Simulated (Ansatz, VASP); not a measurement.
# Two plane-wave programs on Na3Cl2

INCAR

```
SYSTEM = Na3Cl2
ALGO = Normal
EDIFF = 1E-7
ENCUT = 520
ISIF = 2
ISMEAR = -1
LASPH = .True.
LCHARG = .False.
LREAL = .False.
LWAVE = .False.
NBANDS = 26
NELM = 100
PREC = Accurate
SIGMA = 0.05
```

Contents of KPOINTS:

```
k-points
0
Gamma
  8 8 8
  0 0 0
```

Contents of POSCAR:

```
Na3Cl2
1.0
    1.7599510000    -10.1702560000      0.0000000000
    1.7599510000     10.1702560000      0.0000000000
    0.0000000000      0.0000000000      3.5276360000
Cl Na
2 3
Direct
    0.0865980000      0.9134020000      0.5000000000
    0.9134020000      0.0865980000      0.5000000000
    0.6689890000      0.3310110000      0.0000000000
    0.3310110000      0.6689890000      0.0000000000
    0.5000000000      0.5000000000      0.0000000000
```

Contents of input.yaml:

```yaml
crystal:
  lattice:
    - [1.759951, -10.170256, 0.0]
    - [1.759951, 10.170256, 0.0]
    - [0.0, 0.0, 3.527636]
  atoms:
    - { symbol: Cl, position: [0.086598, 0.913402, 0.5] }
    - { symbol: Cl, position: [0.913402, 0.086598, 0.5] }
    - { symbol: Na, position: [0.668989, 0.331011, 0.0] }
    - { symbol: Na, position: [0.331011, 0.668989, 0.0] }
    - { symbol: Na, position: [0.5, 0.5, 0.0] }
hamiltonian:
  xc: lda
  pseudopotentials: { kind: paw }
kpoints:
  mp_grid: { grid: [8, 8, 8] }
  band_path:
    path:
      - [[0.0, 0.0, 0.0], [0.2574864752, 0.2574864752, 0.0], [0.0, 0.5, 0.0], [0.0, 0.5, 0.5], [0.2574864752, 0.2574864752, 0.5], [0.0, 0.0, 0.5], [0.0, 0.0, 0.0], [-0.5, 0.5, 0.0], [-0.2574864752, 0.7425135248, 0.0], [-0.2574864752, 0.7425135248, 0.5], [-0.5, 0.5, 0.5], [-0.5, 0.5, 0.0]]
      - [[0.0, 0.0, 0.5], [-0.5, 0.5, 0.5]]
    npoints: 14
scf:
  occupations: { method: fermi_dirac, width: 0.05 }
  n_extra_bands: 12
output:
  forces: true
  stress: true
  eigenvalues: true
  fatbands: true
```

Alike in both runs: functional LDA; k mesh 8 × 8 × 8; occupations fermi-dirac, width 0.05 eV; no spin polarisation.

|  | VASP | Ansatz |
| --- | --- | --- |
| version | VASP 6.6.1 | Ansatz 0.2.0 |
| potentials or method | VASP PAW LDA potentials, release 64 (Cl, Na_pv) | Ansatz PAW |
| plane-wave cutoff (eV) | 520 | 420 |
| valence electrons in the cell | 35 | 41 |
| task | single point | band structure |

|  | VASP | Ansatz | Ansatz less VASP |
| --- | --- | --- | --- |
| gap on the k mesh at the Fermi level (eV) | none | none | - |
| pressure (GPa) | -2.3 | -2.2 | +0.03 |
| traceless stress, the component that is largest in VASP (GPa) | 0.21 | 0.21 | -0.001 |
| rms of the force components (eV/Å) | 0.051 | 0.051 | +0.0007 |

LDA's correlation is that of Perdew and Zunger in VASP and of Perdew and Wang (1992) in Ansatz. Atom by atom the forces differ by 0.001 eV/Å (rms over components). A gap of «none» marks a metal or a gap that the smearing closes. VASP's potentials hold 35 valence electrons a cell and Ansatz's 41, so a difference there can come from the potentials and not from the codes.
